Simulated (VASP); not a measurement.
Crystal: LiCl.

```
CELL_PARAMETERS angstrom
0.00000 2.73304 2.73304
2.73304 0.00000 2.73304
2.73304 2.73304 0.00000
ATOMIC_POSITIONS crystal
Li 0.00000 0.00000 0.00000
Cl 0.25000 0.25000 0.25000
```

Base run:

| Quantity | Value |
| --- | --- |
| Program | VASP 6.6.1 |
| Functional | r2SCAN |
| Potentials or basis | VASP PAW PBE potentials, release 64 (Li_sv, Cl) |
| Cutoff | 520 eV |
| k mesh | 6 × 6 × 6 |
| Occupations | gaussian, width 0.01 eV |
| Spin | no spin polarisation |

Its results: band gap on the k mesh 6.77 eV, direct.

The run is repeated on the same cell with these changes: functional from r2SCAN to PBE. What comes out?

Band gap on the k mesh 6.06 eV, direct.

r2SCAN gives the wider gap, since meta-GGAs in the generalised Kohn-Sham scheme recover part of the derivative discontinuity.

A k mesh can miss the band edges.
